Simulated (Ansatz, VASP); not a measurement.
# One calculation of Si, two programs

The input POSCAR:

```
Si
1.0
    0.0000000000      2.7221188962      2.7221188962
    2.8429809751      0.0000000000      2.7221188962
    2.8429809751      2.7221188962      0.0000000000
Si
2
Direct
    0.0000000000      0.0000000000      0.0000000000
    0.2500000000      0.2500000000      0.2500000000
```

INCAR.step1

```
SYSTEM = Si
PREC     = Accurate       ! precision mode
ENCUT    = 520            ! plane-wave cutoff, eV
EDIFF    = 1E-5           ! SCF threshold, eV
ISMEAR   = 0              ! smearing method
SIGMA    = 0.01           ! smearing width, eV
LREAL    = .FALSE.        ! projectors in reciprocal space
LASPH    = .TRUE.         ! aspherical terms in the spheres
NELM     = 60             ! most SCF steps
ALGO     = Normal         ! electronic algorithm
ISIF     = 2              ! what is computed and relaxed
LWAVE    = .TRUE.         ! write WAVECAR
LCHARG   = .FALSE.        ! write CHGCAR
GGA      = PE             ! functional
NBANDS   = 11             ! bands
```

INCAR.step2

```
SYSTEM = Si
PREC     = Accurate       ! precision mode
ENCUT    = 520            ! plane-wave cutoff, eV
EDIFF    = 1E-6           ! SCF threshold, eV
ISMEAR   = 0              ! smearing method
SIGMA    = 0.01           ! smearing width, eV
LREAL    = .FALSE.        ! projectors in reciprocal space
LASPH    = .TRUE.         ! aspherical terms in the spheres
NELM     = 60             ! most SCF steps
ALGO     = Normal         ! electronic algorithm
ISIF     = 2              ! what is computed and relaxed
LWAVE    = .FALSE.        ! write WAVECAR
LCHARG   = .FALSE.        ! write CHGCAR
GGA      = PE             ! functional
LHFCALC  = .TRUE.         ! exact exchange
HFSCREEN = 0.2079         ! screening, 1/A
PRECFOCK = Normal       
ISTART   = 1            
NBANDS   = 11             ! bands
```

KPOINTS

```
regular mesh
0
G
  6 6 6
  0 0 0
```

Input for Ansatz:

```yaml
crystal:
  lattice:
    - [0.0, 2.7221188962, 2.7221188962]
    - [2.8429809751, 0.0, 2.7221188962]
    - [2.8429809751, 2.7221188962, 0.0]
  atoms:
    - { symbol: Si, position: [0.0, 0.0, 0.0] }
    - { symbol: Si, position: [0.25, 0.25, 0.25] }
kpoints:
  mp_grid: { grid: [6, 6, 6] }
  band_path:
    path:
      - [0.0, 0.0, 0.0]
      - [0.5, 0.0, 0.5]
      - [0.625, 0.25, 0.625]
      - [0.375, 0.375, 0.75]
      - [0.5, 0.5, 0.5]
      - [0.5, 0.25, 0.75]
      - [0.416667, 0.0, 0.416667]
    npoints: 1
hamiltonian:
  xc: hse06
scf:
  occupations: { method: fixed }
  n_extra_bands: 4
output:
  forces: true
  stress: true
  eigenvalues: true
  write_density: true
  write_potential: true
  elf: true
  volumetric_format: npy
```

Change from the starting cell: uniaxial_x strain +4.4%.

Alike in both runs: task single point; functional HSE06; k mesh 6 × 6 × 6; no spin polarisation.

|  | VASP | Ansatz |
| --- | --- | --- |
| version | VASP 6.6.1 | Ansatz 0.2.0 |
| potentials or method | VASP PAW PBE potentials, release 64 (Si) | plane waves, PAW |
| plane-wave cutoff (eV) | 520 | 420 |
| occupations | gaussian, width 0.01 eV | fixed |
| valence electrons in the cell | 8 | 8 |

```tsv
	VASP	Ansatz	Ansatz less VASP
gap on the k mesh at the Fermi level (eV)	1.14	1.13	-0.011
pressure (GPa)	-4.4	-4.1	+0.31
traceless stress, the component that is largest in VASP (GPa)	-3.28	-3.26	+0.024
```

Ansatz's warnings: stress exchange threshold loose, stress scf threshold loose.
